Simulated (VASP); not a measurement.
# Cd3HgS4 (P-43m) in VASP: density of states with PBE

Aim: the density of states of Cd3HgS4 with PBE.

Program: VASP 6.6.1. These are calculated values, not measurements. Logs are shortened: lines on timing, memory, paths and dates and some standing lists are left out, and cuts for length are marked.

## Step 1: The cell of the first run

Symmetry: P-43m, No. 215, cubic system. The conventional cell has a = 5.942 Å, b = 5.942 Å, c = 5.942 Å, α = 90.00°, β = 90.00°, γ = 90.00°. Cd (site symmetry -42m) has 4 S at 2.57 Å within 3.4 Å. Within 3.4 Å of Hg (site symmetry -43m) lie 4 S at 2.59 Å. S (site symmetry 3m) has 3 Cd at 2.57 Å and 1 Hg at 2.59 Å within 3.4 Å.

## Step 2: Density of states, PBE

The input, POSCAR:

```
Cd3HgS4
1.0
    5.9421916820      0.0000000000      0.0000000000
    0.0000000000      5.9421916820      0.0000000000
    0.0000000000      0.0000000000      5.9421916820
Cd Hg S
3 1 4
Direct
    0.5000000000      0.0000000000      0.5000000000
    0.5000000000      0.5000000000      0.0000000000
    0.0000000000      0.5000000000      0.5000000000
    0.0000000000      0.0000000000      0.0000000000
    0.2518945959      0.7481054041      0.7481054041
    0.2518945959      0.2518945959      0.2518945959
    0.7481054041      0.7481054041      0.2518945959
    0.7481054041      0.2518945959      0.7481054041
```

The input, INCAR.step1:

```
ALGO = Normal ; EDIFF = 1E-7
ENCUT = 520 ; GGA = PE
ISIF = 2 ; ISMEAR = 0
LASPH = True ; LCHARG = True
LREAL = False ; LWAVE = False
NBANDS = 46 ; NELM = 100
PREC = Accurate ; SIGMA = 0.02
```

The input, KPOINTS.step1:

```
k-points
0
Gamma
  6 6 6
```

The input, INCAR.step2:

```
ALGO = Normal ; EDIFF = 1E-7
ENCUT = 520 ; GGA = PE
ICHARG = 11 ; ISIF = 2
ISMEAR = -5 ; LASPH = True
LCHARG = False ; LORBIT = 11
LREAL = False ; LWAVE = False
NBANDS = 46 ; NEDOS = 1001
NELM = 100 ; PREC = Accurate
SIGMA = 0.02
```

The input, KPOINTS.step2:

```
k-points
0
Gamma
  9 9 9
```

Potentials or basis: VASP PAW PBE potentials, release 64 (Cd, Hg, S).

Run with:

```sh
$ cat potpaw_PBE.64/Cd/POTCAR potpaw_PBE.64/Hg/POTCAR potpaw_PBE.64/S/POTCAR > POTCAR
$ cp INCAR.step1 INCAR
$ cp KPOINTS.step1 KPOINTS
$ mpirun -np 1 vasp_std > vasp.out
$ cp INCAR.step2 INCAR
$ cp KPOINTS.step2 KPOINTS
$ mpirun -np 1 vasp_std > vasp.out
```

OUTCAR:

```text
EDIFF = 1E-7
   ENCUT = 520
   GGA = PE
   ICHARG = 11
   ISIF = 2
   ISMEAR = -5
   LASPH = True
   LORBIT = 11
   LREAL = False
   NELM = 100
   PREC = Accurate

 ion  position               nearest neighbor table
   1  0.500  0.000  0.500-   5 2.57   6 2.57   7 2.57   8 2.57
   2  0.500  0.500  0.000-   5 2.57   6 2.57   7 2.57   8 2.57
   3  0.000  0.500  0.500-   5 2.57   6 2.57   7 2.57   8 2.57
   4  0.000  0.000  0.000-   5 2.59   6 2.59   7 2.59   8 2.59
   5  0.252  0.748  0.748-   1 2.57   2 2.57   3 2.57   4 2.59
   6  0.252  0.252  0.252-   1 2.57   2 2.57   3 2.57   4 2.59
   7  0.748  0.748  0.252-   1 2.57   2 2.57   3 2.57   4 2.59
   8  0.748  0.252  0.748-   1 2.57   2 2.57   3 2.57   4 2.59

  LATTYP: Found a simple cubic cell.
 ALAT       =     5.9421916820

  Lattice vectors:

 A1 = (   5.9421916820,   0.0000000000,   0.0000000000)
 A2 = (   0.0000000000,   5.9421916820,   0.0000000000)
 A3 = (   0.0000000000,   0.0000000000,   5.9421916820)

Analysis of symmetry for initial positions (statically):
=====================================================================
 Subroutine PRICEL returns:
 Original cell was already a primitive cell.

 Routine SETGRP: Setting up the symmetry group for a
 simple cubic supercell.

 Subroutine GETGRP returns: Found 24 space group operations
 (whereof 24 operations were pure point group operations)
 out of a pool of 48 trial point group operations.

The static configuration has the point symmetry T_d .

Analysis of symmetry for dynamics (positions and initial velocities):
=====================================================================
 Subroutine PRICEL returns:
 Original cell was already a primitive cell.

 Routine SETGRP: Setting up the symmetry group for a
 simple cubic supercell.

 Subroutine GETGRP returns: Found 24 space group operations
 (whereof 24 operations were pure point group operations)
 out of a pool of 48 trial point group operations.

The dynamic configuration has the point symmetry T_d .

 Subroutine INISYM returns: Found 24 space group operations
 (whereof 24 operations are pure point group operations),
 and found     1 'primitive' translations

----------------------------------------------------------------------------------------

                                     Primitive cell

  volume of cell :     209.8167

  direct lattice vectors                    reciprocal lattice vectors
     5.942191682  0.000000000  0.000000000     0.168288075  0.000000000  0.000000000
     0.000000000  5.942191682  0.000000000     0.000000000  0.168288075  0.000000000
     0.000000000  0.000000000  5.942191682     0.000000000  0.000000000  0.168288075

  length of vectors
     5.942191682  5.942191682  5.942191682     0.168288075  0.168288075  0.168288075

  position of ions in fractional coordinates (direct lattice)
     0.500000000  0.000000000  0.500000000
     0.500000000  0.500000000  0.000000000
     0.000000000  0.500000000  0.500000000
     0.000000000  0.000000000  0.000000000
     0.251894596  0.748105404  0.748105404
     0.251894596  0.251894596  0.251894596
     0.748105404  0.748105404  0.251894596
     0.748105404  0.251894596  0.748105404

  ion indices of the primitive-cell ions
   primitive index   ion index
                 1           1
                 2           2
                 3           3
                 4           4
                 5           5
                 6           6
                 7           7
                 8           8

----------------------------------------------------------------------------------------

 KPOINTS: k-points

Automatic generation of k-mesh.
 Grid dimensions read from file:
 generate k-points for:    9    9    9

 Generating k-lattice:

  Cartesian coordinates                     Fractional coordinates (reciprocal lattice)
     0.018698675  0.000000000  0.000000000     0.111111111  0.000000000  0.000000000
     0.000000000  0.018698675  0.000000000     0.000000000  0.111111111  0.000000000
     0.000000000  0.000000000  0.018698675     0.000000000  0.000000000  0.111111111

  Length of vectors
     0.018698675  0.018698675  0.018698675

  Shift w.r.t. Gamma in fractional coordinates (k-lattice)
     0.000000000  0.000000000  0.000000000

 TETIRR: Found    353 inequivalent tetrahedra from     4374

 Subroutine IBZKPT returns following result:
 ===========================================

 Found     35 irreducible k-points:

 Following reciprocal coordinates:
            Coordinates               Weight
  0.000000  0.000000  0.000000      1.000000
  0.111111  0.000000  0.000000      6.000000
  0.222222  0.000000  0.000000      6.000000
  0.333333  0.000000  0.000000      6.000000
  0.444444  0.000000  0.000000      6.000000
  0.111111  0.111111  0.000000     12.000000
[... 16 lines left out ...]
  0.333333  0.333333  0.111111     24.000000
  0.444444  0.333333  0.111111     48.000000
 [... further k-points ...]
   k-points           NKPTS =     35   k-points in BZ     NKDIM =     35   number of bands    NBANDS=     46
   number of dos      NEDOS =   1001   number of ions     NIONS =      8
   total plane-waves  NPLWV = 110592
   dimension x,y,z NGX =    48 NGY =   48 NGZ =   48
   dimension x,y,z NGXF=    96 NGYF=   96 NGZF=   96
   ions per type =               3   1   4
   NGX,Y,Z   is equivalent  to a cutoff of  13.43, 13.43, 13.43 a.u.
   NGXF,Y,Z  is equivalent  to a cutoff of  26.86, 26.86, 26.86 a.u.
 SYSTEM =  unknown system
   PREC   = accura    normal or accurate (medium, high low for compatibility)
   ISTART =      0    job   : 0-new  1-cont  2-samecut
   ICHARG =     11    charge: 1-file 2-atom 10-const
   ISPIN  =      1    spin polarized calculation?
   LNONCOLLINEAR =      F non collinear calculations
   LSORBIT =      F    spin-orbit coupling
   LASPH  =      T    aspherical Exc in radial PAW
   ENCUT  =  520.0 eV  38.22 Ry    6.18 a.u.  11.05 11.05 11.05*2*pi/ulx,y,z
   NELM   =    100;   NELMIN=  2; NELMDL=  0     # of ELM steps
   EDIFF  = 0.1E-06   stopping-criterion for ELM
   LREAL  =      F    real-space projection
   EDIFFG = 0.1E-05   stopping-criterion for IOM
   NSW    =      0    number of steps for IOM
   IBRION =     -1    ionic relax: 0-MD 1-quasi-New 2-CG
   NFREE  =      0    steps in history (QN), initial steepest desc. (CG)
   ISIF   =      2    stress and relaxation
   ISYM   =      2    0-nonsym 1-usesym 2-fastsym
   POTIM  = 0.5000    time-step for ionic-motion
   TEBEG  =    0.0;   TEEND  =   0.0 temperature during run
   PSTRESS=    0.0 pullay stress
   NELECT =      72.0000    total number of electrons
   NUPDOWN=      -1.0000    fix difference up-down
   EMIN   =  10.00;   EMAX   =-10.00  energy-range for DOS
   EFERMI =   0.00;   METHOD = LEGACY
   ISMEAR =    -5;   SIGMA  =   0.02  broadening in eV -4-tet -1-fermi 0-gaus
   EFERMI_NEDOS =   21; number of points for ismear=-14 and -15
   IALGO  =     38    algorithm
   IMIX   =      4    mixing-type and parameters
     AMIX     =   0.40;   BMIX     =  1.00
     AMIX_MAG =   1.60;   BMIX_MAG =  1.00
  volume/ion in A,a.u.               =      26.23       176.99
  Fermi-wavevector in a.u.,A,eV,Ry     =   1.146144  2.165897 17.873225  1.313645
  Thomas-Fermi vector in A             =   2.282829
   LORBIT       =     11    0 simple, 1 ext, 2 COOP (PROOUT), +10 PAW based schemes
   GGA     = PE    functional components
   LHFCALC =     F    Hartree Fock is set to
   AEXX    =    0.0000 exact exchange contribution
   IVDW    =     0    specifies the selected vdW correction
   LEPSILON=     F    determine dielectric tensor
   LRPA    =     F    only Hartree local field effects (RPA)
 non-spin polarized calculation
 Fermi weights with tetrahedron method with Bloechl corrections
  energy-cutoff  :      520.00
  volume of cell :      209.82
 maximum number of plane-waves:      5695
 NGX is ok and might be reduce to    48

 number of electron      72.0000027 magnetization

 Free energy of the ion-electron system (eV)
  ---------------------------------------------------
  ext. energy  EPLUGINS =         0.00000000
  ---------------------------------------------------
  free energy    TOTEN  =       -22.98203233 eV

  energy without entropy =      -22.98203233  energy(sigma->0) =      -22.98203233

 E-fermi :   1.0581     XC(G=0):  -8.9377

 val. band max:        1.0577079733   @ k =   0.0000   0.0000   0.0000
 cond. band min:       1.6753590715   @ k =   0.0000   0.0000   0.0000
 fundamental gap:      0.6176510982
 Fermi energy:         1.0580542354

 k-point     1 :       0.0000    0.0000    0.0000
  band No.  band energies     occupation
      1     -11.2101      2.00000
      2     -10.6779      2.00000
      3     -10.6779      2.00000
      4     -10.6779      2.00000
      5      -6.5569      2.00000
      6      -6.5569      2.00000
[... 38 lines left out ...]
     45       7.4959      0.00000
     46       7.4959      0.00000

 k-point     2 :       0.1111    0.0000    0.0000
  band No.  band energies     occupation
      1     -11.1942      2.00000
      2     -10.6936      2.00000
      3     -10.6781      2.00000
      4     -10.6781      2.00000
      5      -6.5526      2.00000
      6      -6.5521      2.00000
[... 38 lines left out ...]
     45       7.5833      0.00000
     46       7.5833      0.00000

 k-point     3 :       0.2222    0.0000    0.0000
  band No.  band energies     occupation
      1     -11.1482      2.00000
      2     -10.7390      2.00000
      3     -10.6785      2.00000
      4     -10.6785      2.00000
      5      -6.5381      2.00000
      6      -6.5381      2.00000
[... 1018 lines left out ...]
     45       7.8572      0.00000
     46       7.8656      0.00000

 k-point    24 :       0.4444    0.3333    0.1111
  band No.  band energies     occupation
      1     -10.9083      2.00000
      2     -10.8365      2.00000
      3     -10.7561      2.00000
      4     -10.7353      2.00000
      5      -6.5125      2.00000
      6      -6.5015      2.00000
[... 38 lines left out ...]
     45       7.7047      0.00000
     46       7.7525      0.00000

 [... further k-points ...]
[... 5 lines left out ...]
  --------------------------------------------------------------------------------------
  -------------------------------------------------------------------------------------
  Total        0.3798500      0.3798500      0.3798500     -0.0000000      0.0000000     -0.0000000
  in kB        2.9005659      2.9005659      2.9005659     -0.0000000      0.0000000     -0.0000000
  external PRESSURE =       2.9005659 kB  Pullay stress =       0.0000000 kB

 VOLUME and BASIS-vectors are now :
 -----------------------------------------------------------------------------
  energy-cutoff  :      520.00
  volume of cell :      209.82
      direct lattice vectors                 reciprocal lattice vectors
     5.942191682  0.000000000  0.000000000     0.168288075  0.000000000  0.000000000
     0.000000000  5.942191682  0.000000000     0.000000000  0.168288075  0.000000000
     0.000000000  0.000000000  5.942191682     0.000000000  0.000000000  0.168288075

 POSITION                                       TOTAL-FORCE (eV/Angst)
 -----------------------------------------------------------------------------------
      2.97110      0.00000      2.97110        -0.000000      0.000000      0.000000
      2.97110      2.97110      0.00000        -0.000000      0.000000     -0.000000
      0.00000      2.97110      2.97110         0.000000      0.000000      0.000000
      0.00000      0.00000      0.00000         0.000000      0.000000      0.000000
      1.49681      4.44539      4.44539         0.002708     -0.002708     -0.002708
      1.49681      1.49681      1.49681         0.002708      0.002708      0.002708
      4.44539      4.44539      1.49681        -0.002708     -0.002708      0.002708
      4.44539      1.49681      4.44539        -0.002708      0.002708     -0.002708
 -----------------------------------------------------------------------------------
    total drift:                                0.000000      0.000000     -0.000000

  FREE ENERGIE OF THE ION-ELECTRON SYSTEM (eV)
  ---------------------------------------------------
  free  energy   TOTEN  =       -22.9820323331 eV

  energy  without entropy=      -22.9820323331  energy(sigma->0) =      -22.98203233

 total charge

# of ion       s       p       d       tot
------------------------------------------
    1        0.419   0.299   9.563  10.281
    2        0.419   0.299   9.563  10.281
    3        0.419   0.299   9.563  10.281
    4        0.659   0.376   9.409  10.444
    5        1.330   2.362   0.000   3.691
    6        1.330   2.362   0.000   3.691
    7        1.330   2.362   0.000   3.691
    8        1.330   2.362   0.000   3.691
--------------------------------------------------
tot          7.236  10.719  38.098  56.053
```

Wall time 3.6 min (1 thread of Intel Xeon 6975P-C (Granite Rapids), shared host); peak memory 0.48 GiB.

What came out:

- Valence electrons inside the program's atomic spheres: Cd 10.28; Hg 10.44; S 3.69

Caveat: spin-orbit coupling is left out, which moves the levels of the heavy elements.
